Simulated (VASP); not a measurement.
# SiC2 (Fmmm) in VASP: a series of runs, part 2 of 2

VASP 6.6.1. Earlier steps stand in the parts before.

**4. Single point, PBE**

This run uses another cell than the first one, of 12.24 Å³/atom, 1.008 times its volume.

INCAR

```
PREC = Accurate ; ENCUT = 520
EDIFF = 1E-6 ; ISMEAR = 0
SIGMA = 0.1 ; LREAL = F
LASPH = T ; NELM = 100
ALGO = Normal ; ISIF = 2
LWAVE = F ; LCHARG = T
GGA = PE ; LELF = T
LVHAR = T ; NBANDS = 21
```

KPOINTS

```
regular mesh
0
Gamma
  10 10 10
```

POSCAR

```
SiC2
1.0
    0.0000000000      3.3223207766      4.4358606163
    2.4925352272      0.0000000000      4.4358606163
    2.4925352272      3.3223207766      0.0000000000
Si C
2 4
Direct
    0.2841343539      0.7158656461      0.7158656461
    0.7158656461      0.2841343539      0.2841343539
    0.6608862450      0.9545676587      0.3391137550
    0.0454323413      0.3391137550      0.9545676587
    0.9545676587      0.6608862450      0.0454323413
    0.3391137550      0.0454323413      0.6608862450
```

Command:

```bash
$ cat potpaw_PBE.64/Si/POTCAR potpaw_PBE.64/C/POTCAR > POTCAR
$ mpirun -np 1 vasp_std > vasp.out
```

Wall time 7.1 min (1 thread of AMD EPYC 7R43 (Zen 3), shared host); peak memory 0.32 GiB.

The run converged. Its results:

```yaml
Free_energy: -43.8763 eV
Pressure: 0.1 GPa
Largest_force: 0.023 eV/Å
Band_gap_on_the_k_mesh: zero (band 12 reaches 5.53 eV, above the bottom of band 13 at 5.29 eV)
```

Forces in eV/Å, atoms in the order of the input:
```
Si  -0.015  0.000  0.000
Si   0.015  0.000  0.000
C    0.002  0.000  0.022
C    0.002  0.000 -0.022
C   -0.002  0.000  0.022
C   -0.002  0.000 -0.022
```

Stress tensor (GPa, compression positive):
```
 0.27  0.00  0.00
 0.00 -0.03  0.00
 0.00  0.00  0.04
```

Levels at points of the mesh, in eV from the Fermi level:
```tsv
k point	band 8	band 9	band 10	band 11	band 12	band 13	band 14	band 15	band 16	band 17
(0.00, 0.00, 0.00)	-4.27	-2.69	-1.52	-1.13	-0.72	0.02	2.21	3.14	5.35	5.38
(0.50, 0.00, 0.00)	-4.36	-4.31	-3.82	-2.21	-0.99	1.07	3.03	4.14	4.18	4.79
(0.50, 0.50, 0.00)	-3.87	-3.60	-3.29	-2.52	-1.53	0.60	1.52	3.56	3.88	4.44
(0.50, 0.00, 0.50)	-6.95	-3.05	-1.36	-0.87	-0.87	0.28	3.58	3.90	5.12	5.24
(0.00, 0.50, 0.50)	-4.91	-4.50	-4.03	-3.03	-0.11	1.62	1.65	3.92	5.38	5.94
```

**5. Relaxation of cell and atoms, PBE**

INCAR

```
PREC = Accurate
ENCUT = 600
EDIFF = 1E-7
ISMEAR = 0
SIGMA = 0.1
LREAL = False
LASPH = True
NELM = 100
ALGO = Normal
ISIF = 3
LWAVE = False
LCHARG = False
GGA = PE
IBRION = 2
NSW = 100
EDIFFG = -0.01
```

KPOINTS

```
Automatic mesh
0
Gamma
  10 10 10
```

POSCAR

```
SiC2
1.0
    0.0000000000      3.2959086721      4.4367680608
    2.4925432464      0.0000000000      4.4367680608
    2.4925432464      3.2959086721      0.0000000000
Si C
2 4
Direct
    0.2839850434      0.7160149566      0.7160149566
    0.7160149566      0.2839850434      0.2839850434
    0.6607594502      0.9546823863      0.3392405498
    0.0453176137      0.3392405498      0.9546823863
    0.9546823863      0.6607594502      0.0453176137
    0.3392405498      0.0453176137      0.6607594502
```

Command:

```bash
$ cat potpaw_PBE.64/Si/POTCAR potpaw_PBE.64/C/POTCAR > POTCAR
$ mpirun -np 1 vasp_std > vasp.out
```

It took 17 min on 1 thread of AMD EPYC 7R43 (Zen 3), shared host; peak memory 0.36 GiB.

The run converged. Its results:

* Free energy: -43.8822 eV
* Energy gained by relaxing: 0.0 meV/atom
* Ionic steps: 3
* Pressure after relaxing: 0.0 GPa
* Largest force after relaxing: 0.005 eV/Å
* Band gap on the k mesh: zero (band 12 reaches 5.65 eV, above the bottom of band 13 at 5.36 eV)

Forces in eV/Å, atoms in the order of the input:
```
Si  -0.001  0.000  0.000
Si   0.001  0.000  0.000
C   -0.001  0.000  0.005
C   -0.001  0.000 -0.005
C    0.001  0.000  0.005
C    0.001  0.000 -0.005
```

Stress tensor (GPa, compression positive):
```
 0.09  0.00  0.00
 0.00  0.03  0.00
 0.00  0.00 -0.06
```

Step by step:
```tsv
step	energy change (eV)	largest force (eV/Å)	pressure (GPa)	volume (Å³)
1	0.0000	0.0670	-0.03	72.90
2	0.0007	0.1502	0.13	72.88
3	-0.0002	0.0050	0.02	72.89
```

Final structure:
```
Si C
1.0
     0.00000    3.29613    4.43692
     2.49206    0.00000    4.43692
     2.49206    3.29613    0.00000
Si C
2 4
Cartesian
  3.5682 3.2961 4.4369
  1.4159 3.2961 4.4369
  3.2236 3.2961 7.1677
  3.2236 3.2961 1.7061
  1.7606 3.2961 7.1677
  1.7606 3.2961 1.7061
```

Levels at points of the mesh, in eV from the Fermi level:
```tsv
k point	band 9	band 10	band 11	band 12	band 13	band 14	band 15	band 16
(0.00, 0.00, 0.00)	-2.69	-1.56	-1.13	-0.74	-0.04	2.22	3.16	5.34
(0.50, 0.00, 0.00)	-4.31	-3.82	-2.21	-1.00	1.06	3.03	4.13	4.17
(0.50, 0.50, 0.00)	-3.61	-3.31	-2.56	-1.53	0.58	1.56	3.50	3.88
(0.50, 0.00, 0.50)	-3.07	-1.37	-0.92	-0.90	0.33	3.54	3.97	5.11
(0.00, 0.50, 0.50)	-4.55	-4.05	-3.03	-0.06	1.63	1.65	3.91	5.36
```

**6. Single point, PBE, collinear spin, ferromagnetic start**

INCAR

```
ALGO = Normal
EDIFF = 1E-6
ENCUT = 520
GGA = PE
ISIF = 2
ISMEAR = 0
ISPIN = 2
LASPH = T
LCHARG = F
LORBIT = 11
LREAL = F
LWAVE = F
MAGMOM = 0 0 1 1 1 1
NBANDS = 25
NELM = 150
PREC = Accurate
SIGMA = 0.1
```

KPOINTS

```
k-points
0
Gamma
  6 6 6
```

POSCAR is that of step 5.

Potentials or basis: VASP PAW PBE potentials, release 64 (Si, C).

Command:

```bash
$ cat potpaw_PBE.64/Si/POTCAR potpaw_PBE.64/C/POTCAR > POTCAR
$ mpirun -np 1 vasp_std > vasp.out
```

Run time: 4.9 min. Hardware: 1 thread of AMD EPYC 7R43 (Zen 3), shared host; peak memory 0.28 GiB.

The run converged. Its results:

| Quantity | Value |
| --- | --- |
| Free energy | -43.8802 eV |
| Pressure | 0.1 GPa |
| Largest force | 0.044 eV/Å |
| Band gap on the k mesh | zero (filled and empty bands overlap) |
| Net moment | 0.00 μB per cell |
| Valence electrons inside the program's atomic spheres | Si 1.78; C 2.50 |

Forces in eV/Å, atoms in the order of the input:
```
Si  -0.044  0.000  0.000
Si   0.044  0.000  0.000
C   -0.018  0.000 -0.002
C   -0.018  0.000  0.002
C    0.018  0.000 -0.002
C    0.018  0.000  0.002
```

Stress tensor (GPa, compression positive):
```
0.09 0.00 0.00
0.00 0.00 0.00
0.00 0.00 0.31
```

Levels at points of the mesh, in eV from the Fermi level:
Spin up:
| k point | band 10 | band 11 | band 12 | band 13 | band 14 | band 15 |
| --- | --- | --- | --- | --- | --- | --- |
| (0.00, 0.00, 0.00) | -1.60 | -1.18 | -0.76 | -0.07 | 2.21 | 3.13 |
| (0.50, 0.00, 0.00) | -3.85 | -2.24 | -1.02 | 1.03 | 2.99 | 4.10 |
| (0.50, 0.50, 0.00) | -3.33 | -2.60 | -1.55 | 0.55 | 1.55 | 3.47 |
| (0.50, 0.00, 0.50) | -1.41 | -0.94 | -0.92 | 0.28 | 3.51 | 3.94 |
| (0.00, 0.50, 0.50) | -4.07 | -3.05 | -0.11 | 1.61 | 1.62 | 3.89 |
Spin down:
```
           k point  band 10  band 11  band 12  band 13  band 14  band 15
(0.00, 0.00, 0.00)    -1.60    -1.18    -0.76    -0.07     2.21     3.13
(0.50, 0.00, 0.00)    -3.85    -2.24    -1.02     1.03     2.99     4.10
(0.50, 0.50, 0.00)    -3.33    -2.60    -1.55     0.55     1.55     3.47
(0.50, 0.00, 0.50)    -1.41    -0.94    -0.92     0.28     3.51     3.94
(0.00, 0.50, 0.50)    -4.07    -3.05    -0.11     1.61     1.62     3.89
```

**7. Summary**

```tsv
task	spin	cell	k mesh	cutoff (eV)	gap on the mesh (eV)	pressure (GPa)	relaxed volume (Å³/atom)	largest force (eV/Å)
single point	off	a = 5.527, b = 5.089, c = 4.132 Å, angles 72.8, 61.6, 45.6°, 6 atoms	6 × 6 × 6	520	none	0.1	-	0.04
relaxation of cell and atoms	off	relaxed from a = 5.769, b = 4.930, c = 4.596 Å, angles 74.4, 55.4, 50.1°, 6 atoms	4 × 4 × 4	600	none	0.0	11.93	0.01
single point	off	a = 5.542, b = 5.088, c = 4.153 Å, angles 72.9, 61.3, 45.8°, 6 atoms	10 × 10 × 10	520	none	0.1	-	0.02
relaxation of cell and atoms	off	relaxed from a = 5.527, b = 5.089, c = 4.132 Å, angles 72.8, 61.6, 45.6°, 6 atoms	10 × 10 × 10	600	none	0.0	12.15	-
single point	collinear, ferromagnetic start	a = 5.527, b = 5.089, c = 4.132 Å, angles 72.8, 61.6, 45.6°, 6 atoms	6 × 6 × 6	520	none	0.1	-	0.04
```

Alike in all rows: level PBE; potentials or basis VASP PAW PBE potentials, release 64 (Si, C); smearing gaussian 0.1 eV.

Caveats: some runs use coarse meshes.

Absolute energies hang on the potentials; compare differences alone.
